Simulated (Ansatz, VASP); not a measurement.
C: VASP beside Ansatz

INCAR

```
ALGO = Normal
EDIFF = 1E-6
ENCUT = 520
ISIF = 2
ISMEAR = -1
LASPH = True
LCHARG = False
LREAL = False
LWAVE = False
NBANDS = 16
NELM = 60
PREC = Accurate
SIGMA = 0.05
```

Contents of KPOINTS:

```
k-points
0
Gamma
  12 12 4
```

The input POSCAR:

```
C
1.0
    1.2521334568     -2.1687795058      0.0000000000
    1.2521334568      2.1687795058      0.0000000000
    0.0000000000      0.0000000000      7.3139557868
C
4
Direct
    0.9166205400      0.0833794600      0.7531376000
    0.4166205400      0.5833794600      0.2468624000
    0.0833794600      0.9166205400      0.2468624000
    0.5833794600      0.4166205400      0.7531376000
```

Contents of input.yaml:

```yaml
crystal:
  lattice:
    - [1.2521334568, -2.1687795058, 0.0]
    - [1.2521334568, 2.1687795058, 0.0]
    - [0.0, 0.0, 7.3139557868]
  atoms:
    - { symbol: C, position: [0.91662054, 0.08337946, 0.7531376] }
    - { symbol: C, position: [0.41662054, 0.58337946, 0.2468624] }
    - { symbol: C, position: [0.08337946, 0.91662054, 0.2468624] }
    - { symbol: C, position: [0.58337946, 0.41662054, 0.7531376] }
hamiltonian:
  xc: lda
  pseudopotentials: { kind: paw }
kpoints:
  mp_grid: { grid: [12, 12, 4] }
scf:
  occupations: { method: fermi_dirac, width: 0.05 }
output:
  forces: true
  stress: true
  eigenvalues: true
```

Alike in both runs: task single point; functional LDA; k mesh 12 × 12 × 4; occupations fermi-dirac, width 0.05 eV; no spin polarisation.

```csv
,VASP,Ansatz
version,VASP 6.6.1,Ansatz 0.2.0
potentials or method,"VASP PAW LDA potentials, release 64 (C)",Ansatz PAW
plane-wave cutoff (eV),520,420
valence electrons in the cell,16,16
```

```tsv
	VASP	Ansatz	Ansatz less VASP
gap on the k mesh at the Fermi level (eV)	0.02	0.02	0.000
least direct gap on the mesh (eV)	0.02	0.02	0.000
pressure (GPa)	-16.8	-17.5	-0.69
traceless stress, the component that is largest in VASP (GPa)	15.41	16.20	+0.796
rms of the force components (eV/Å)	0.013	0.013	-0.0001
```

LDA's correlation is that of Perdew and Zunger in VASP and of Perdew and Wang (1992) in Ansatz. Atom by atom the forces differ by 0.000 eV/Å (rms over components).
